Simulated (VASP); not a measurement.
# TiRh (P4/mmm) in VASP: single point with LDA

Aim: the single point of TiRh with LDA.

Everything below comes from runs of VASP 6.6.1. Logs are shortened: lines on timing, memory, paths and dates and some standing lists are left out, and cuts for length are marked.

## 1. The cell of the first run

Symmetry: P4/mmm, No. 123, tetragonal system. The conventional cell has a = 3.212 Å, b = 3.212 Å, c = 3.350 Å, α = 90.00°, β = 90.00°, γ = 90.00°. Within 3.7 Å of Ti (site symmetry 4/mmm) lie 8 Rh at 2.82 Å and 6 Ti at 3.21 to 3.35 Å. Rh (site symmetry 4/mmm) has 8 Ti at 2.82 Å and 6 Rh at 3.21 to 3.35 Å within 3.7 Å.

## 2. Single point, LDA (strain +0.0750 x Voigt [1, 1, 0, 0, 0, 0])

INCAR

```
PREC = Accurate
ENCUT = 520
EDIFF = 1E-6
ISMEAR = 0
SIGMA = 0.15
LREAL = F
LASPH = T
NELM = 60
ALGO = Fast
ISIF = 2
LWAVE = F
LCHARG = F
GGA = CA
NBANDS = 20
```

KPOINTS

```
regular mesh
0
Gamma
  16 16 14
```

POSCAR

```
TiRh
1.0
    3.2121000000      0.0000000000      0.0000000000
    0.0000000000      3.2121000000      0.0000000000
    0.0000000000      0.0000000000      3.3500000000
Ti Rh
1 1
Direct
    0.5000000000      0.5000000000      0.5000000000
    0.0000000000      0.0000000000      0.0000000000
```

Potentials or basis: VASP PAW LDA potentials, release 64 (Ti_sv, Rh_pv).

The run is started by

```bash
> cat potpaw_LDA.64/Ti_sv/POTCAR potpaw_LDA.64/Rh_pv/POTCAR > POTCAR
> mpirun -np 1 vasp_std > vasp.out
```

OUTCAR:

```text
PREC = Accurate
   ENCUT = 520
   EDIFF = 1E-6
   ISMEAR = 0
   LREAL = F
   LASPH = T
   NELM = 60
   ISIF = 2
   GGA = CA

 ion  position               nearest neighbor table
   1  0.500  0.500  0.500-   2 2.82   2 2.82   2 2.82   2 2.82   2 2.82   2 2.82   2 2.82   2 2.82

   2  0.000  0.000  0.000-   1 2.82   1 2.82   1 2.82   1 2.82   1 2.82   1 2.82   1 2.82   1 2.82

  LATTYP: Found a simple tetragonal cell.
 ALAT       =     3.2121000000
 C/A-ratio  =     1.0429314156

  Lattice vectors:

 A1 = (   3.2121000000,   0.0000000000,   0.0000000000)
 A2 = (   0.0000000000,   3.2121000000,   0.0000000000)
 A3 = (   0.0000000000,   0.0000000000,   3.3500000000)

Analysis of symmetry for initial positions (statically):
=====================================================================
 Subroutine PRICEL returns:
 Original cell was already a primitive cell.

 Routine SETGRP: Setting up the symmetry group for a
 simple tetragonal supercell.

 Subroutine GETGRP returns: Found 16 space group operations
 (whereof 16 operations were pure point group operations)
 out of a pool of 16 trial point group operations.

The static configuration has the point symmetry D_4h.

Analysis of symmetry for dynamics (positions and initial velocities):
=====================================================================
 Subroutine PRICEL returns:
 Original cell was already a primitive cell.

 Routine SETGRP: Setting up the symmetry group for a
 simple tetragonal supercell.

 Subroutine GETGRP returns: Found 16 space group operations
 (whereof 16 operations were pure point group operations)
 out of a pool of 16 trial point group operations.

The dynamic configuration has the point symmetry D_4h.

 Subroutine INISYM returns: Found 16 space group operations
 (whereof 16 operations are pure point group operations),
 and found     1 'primitive' translations

----------------------------------------------------------------------------------------

                                     Primitive cell

  volume of cell :      34.5639

  direct lattice vectors                    reciprocal lattice vectors
     3.212100000  0.000000000  0.000000000     0.311322811  0.000000000  0.000000000
     0.000000000  3.212100000  0.000000000     0.000000000  0.311322811  0.000000000
     0.000000000  0.000000000  3.350000000     0.000000000  0.000000000  0.298507463

  length of vectors
     3.212100000  3.212100000  3.350000000     0.311322811  0.311322811  0.298507463

  position of ions in fractional coordinates (direct lattice)
     0.500000000  0.500000000  0.500000000
     0.000000000  0.000000000  0.000000000

  ion indices of the primitive-cell ions
   primitive index   ion index
                 1           1
                 2           2

----------------------------------------------------------------------------------------

 KPOINTS: regular mesh

Automatic generation of k-mesh.
 Grid dimensions read from file:
 generate k-points for:   16   16   14

 Generating k-lattice:

  Cartesian coordinates                     Fractional coordinates (reciprocal lattice)
     0.019457676  0.000000000  0.000000000     0.062500000  0.000000000  0.000000000
     0.000000000  0.019457676  0.000000000     0.000000000  0.062500000  0.000000000
     0.000000000  0.000000000  0.021321962     0.000000000  0.000000000  0.071428571

  Length of vectors
     0.019457676  0.019457676  0.021321962

  Shift w.r.t. Gamma in fractional coordinates (k-lattice)
     0.000000000  0.000000000  0.000000000

 Subroutine IBZKPT returns following result:
 ===========================================

 Found    360 irreducible k-points:

 Following reciprocal coordinates:
            Coordinates               Weight
  0.000000  0.000000  0.000000      1.000000
  0.062500  0.000000  0.000000      4.000000
  0.125000  0.000000  0.000000      4.000000
  0.187500  0.000000  0.000000      4.000000
  0.250000  0.000000  0.000000      4.000000
  0.312500  0.000000  0.000000      4.000000
[... 16 lines left out ...]
  0.437500  0.125000  0.000000      8.000000
  0.500000  0.125000  0.000000      4.000000
 [... further k-points ...]
   k-points           NKPTS =    360   k-points in BZ     NKDIM =    360   number of bands    NBANDS=     20
   number of dos      NEDOS =    301   number of ions     NIONS =      2
   total plane-waves  NPLWV =  16128
   dimension x,y,z NGX =    24 NGY =   24 NGZ =   28
   dimension x,y,z NGXF=    48 NGYF=   48 NGZF=   56
   ions per type =               1   1
   NGX,Y,Z   is equivalent  to a cutoff of  12.42, 12.42, 13.90 a.u.
   NGXF,Y,Z  is equivalent  to a cutoff of  24.84, 24.84, 27.79 a.u.
 SYSTEM =  unknown system
   PREC   = accura    normal or accurate (medium, high low for compatibility)
   ISTART =      0    job   : 0-new  1-cont  2-samecut
   ICHARG =      2    charge: 1-file 2-atom 10-const
   ISPIN  =      1    spin polarized calculation?
   LNONCOLLINEAR =      F non collinear calculations
   LSORBIT =      F    spin-orbit coupling
   LASPH  =      T    aspherical Exc in radial PAW
   ENCUT  =  520.0 eV  38.22 Ry    6.18 a.u.   5.97  5.97  6.23*2*pi/ulx,y,z
   NELM   =     60;   NELMIN=  2; NELMDL= -5     # of ELM steps
   EDIFF  = 0.1E-05   stopping-criterion for ELM
   LREAL  =      F    real-space projection
   EDIFFG = 0.1E-04   stopping-criterion for IOM
   NSW    =      0    number of steps for IOM
   IBRION =     -1    ionic relax: 0-MD 1-quasi-New 2-CG
   NFREE  =      0    steps in history (QN), initial steepest desc. (CG)
   ISIF   =      2    stress and relaxation
   ISYM   =      2    0-nonsym 1-usesym 2-fastsym
   POTIM  = 0.5000    time-step for ionic-motion
   TEBEG  =    0.0;   TEEND  =   0.0 temperature during run
   PSTRESS=    0.0 pullay stress
   NELECT =      27.0000    total number of electrons
   NUPDOWN=      -1.0000    fix difference up-down
   EMIN   =  10.00;   EMAX   =-10.00  energy-range for DOS
   EFERMI =   0.00;   METHOD = LEGACY
   ISMEAR =     0;   SIGMA  =   0.15  broadening in eV -4-tet -1-fermi 0-gaus
   EFERMI_NEDOS =   21; number of points for ismear=-14 and -15
   IALGO  =     68    algorithm
   IMIX   =      4    mixing-type and parameters
     AMIX     =   0.40;   BMIX     =  1.00
     AMIX_MAG =   1.60;   BMIX_MAG =  1.00
  volume/ion in A,a.u.               =      17.28       116.62
  Fermi-wavevector in a.u.,A,eV,Ry     =   1.507724  2.849185 30.929185  2.273231
  Thomas-Fermi vector in A             =   2.618272
   LORBIT       =      0    0 simple, 1 ext, 2 COOP (PROOUT), +10 PAW based schemes
   GGA     = CA    functional components
   LHFCALC =     F    Hartree Fock is set to
   AEXX    =    0.0000 exact exchange contribution
   IVDW    =     0    specifies the selected vdW correction
   LEPSILON=     F    determine dielectric tensor
   LRPA    =     F    only Hartree local field effects (RPA)
 non-spin polarized calculation
 RMM-DIIS sequential band-by-band and
 Gauss-broadening in eV      SIGMA  =   0.15
  energy-cutoff  :      520.00
  volume of cell :       34.56
 maximum number of plane-waves:       952
 NGX is ok and might be reduce to    24
   NGX = 11   NGY = 11   NGZ = 13

 number of electron      26.9999997 magnetization

 Free energy of the ion-electron system (eV)
  ---------------------------------------------------
  ext. energy  EPLUGINS =         0.00000000
  ---------------------------------------------------
  free energy    TOTEN  =       -18.05095505 eV

  energy without entropy =      -18.01343093  energy(sigma->0) =      -18.03219299

 E-fermi :   8.5512     XC(G=0): -12.3734

 val. band max:        8.5497275733   @ k =   0.4375   0.0625   0.2857
 cond. band min:       8.5530612236   @ k =   0.0000   0.0000   0.5000
 fundamental gap:      0.0033336503
 Fermi energy:         8.5512098898

 k-point     1 :       0.0000    0.0000    0.0000
  band No.  band energies     occupation
      1     -48.5278      2.00000
      2     -37.6427      2.00000
      3     -37.6427      2.00000
      4     -37.6391      2.00000
      5     -25.0668      2.00000
      6     -25.0432      2.00000
[... 12 lines left out ...]
     19      15.5141      0.00000
     20      16.6895      0.00000

 k-point     2 :       0.0625    0.0000    0.0000
  band No.  band energies     occupation
      1     -48.5274      2.00000
      2     -37.6448      2.00000
      3     -37.6425      2.00000
      4     -37.6388      2.00000
      5     -25.0666      2.00000
      6     -25.0487      2.00000
[... 12 lines left out ...]
     19      15.7101      0.00000
     20      16.3550      0.00000

 k-point     3 :       0.1250    0.0000    0.0000
  band No.  band energies     occupation
      1     -48.5262      2.00000
      2     -37.6508      2.00000
      3     -37.6419      2.00000
      4     -37.6382      2.00000
      5     -25.0659      2.00000
      6     -25.0643      2.00000
[... 12 lines left out ...]
     19      15.5036      0.00000
     20      16.2495      0.00000

 k-point     4 :       0.1875    0.0000    0.0000
  band No.  band energies     occupation
      1     -48.5243      2.00000
      2     -37.6598      2.00000
      3     -37.6409      2.00000
      4     -37.6372      2.00000
      5     -25.0875      2.00000
      6     -25.0649      2.00000
[... 12 lines left out ...]
     19      14.4419      0.00000
     20      17.0319      0.00000

 k-point     5 :       0.2500    0.0000    0.0000
  band No.  band energies     occupation
      1     -48.5222      2.00000
      2     -37.6704      2.00000
      3     -37.6398      2.00000
      4     -37.6360      2.00000
      5     -25.1148      2.00000
      6     -25.0637      2.00000
[... 12 lines left out ...]
     19      13.3606      0.00000
     20      17.9755      0.00000
[... 353 lines left out ...]
      6     -25.0609      2.00000
[... 12 lines left out ...]
     19      12.7292      0.00000
     20      18.3679      0.00000

 k-point    22 :       0.3750    0.1250    0.0000
  band No.  band energies     occupation
      1     -48.5163      2.00000
      2     -37.6896      2.00000
      3     -37.6465      2.00000
      4     -37.6330      2.00000
      5     -25.1617      2.00000
      6     -25.0597      2.00000
[... 12 lines left out ...]
     19      11.8854      0.00000
     20      19.2021      0.00000

 k-point    23 :       0.4375    0.1250    0.0000
  band No.  band energies     occupation
      1     -48.5151      2.00000
      2     -37.6956      2.00000
      3     -37.6460      2.00000
      4     -37.6324      2.00000
      5     -25.1767      2.00000
      6     -25.0589      2.00000
[... 12 lines left out ...]
     19      11.3608      0.00000
     20      20.0112      0.00000

 k-point    24 :       0.5000    0.1250    0.0000
  band No.  band energies     occupation
      1     -48.5147      2.00000
      2     -37.6977      2.00000
      3     -37.6458      2.00000
      4     -37.6322      2.00000
      5     -25.1820      2.00000
      6     -25.0586      2.00000
[... 12 lines left out ...]
     19      11.1936      0.00000
     20      20.5739      0.00000

 [... further k-points ...]
[... 5 lines left out ...]
  --------------------------------------------------------------------------------------
  -------------------------------------------------------------------------------------
  Total       -6.2396776     -6.2396776     -5.9123812      0.0000000      0.0000000     -0.0000000
  in kB     -289.2343128   -289.2343128   -274.0628007      0.0000000      0.0000000     -0.0000000
  external PRESSURE =    -284.1771421 kB  Pullay stress =       0.0000000 kB

 VOLUME and BASIS-vectors are now :
 -----------------------------------------------------------------------------
  energy-cutoff  :      520.00
  volume of cell :       34.56
      direct lattice vectors                 reciprocal lattice vectors
     3.212100000  0.000000000  0.000000000     0.311322811  0.000000000  0.000000000
     0.000000000  3.212100000  0.000000000     0.000000000  0.311322811  0.000000000
     0.000000000  0.000000000  3.350000000     0.000000000  0.000000000  0.298507463

 POSITION                                       TOTAL-FORCE (eV/Angst)
 -----------------------------------------------------------------------------------
      1.60605      1.60605      1.67500         0.000000      0.000000      0.000000
      0.00000      0.00000      0.00000         0.000000      0.000000      0.000000
 -----------------------------------------------------------------------------------
    total drift:                                0.000000      0.000000     -0.000000

  FREE ENERGIE OF THE ION-ELECTRON SYSTEM (eV)
  ---------------------------------------------------
  free  energy   TOTEN  =       -18.0509550518 eV

  energy  without entropy=      -18.0134309285  energy(sigma->0) =      -18.03219299
```

It took 2.5 min on 1 thread of Intel Xeon 6975P-C (Granite Rapids), shared host; peak memory 0.34 GiB.

What came out:

| Property | Result |
| --- | --- |
| Free energy | -18.0510 eV |
| Pressure | -28.4 GPa |

Caveat: the cell differs from its parent crystal (strain +0.0750 x Voigt [1, 1, 0, 0, 0, 0]).
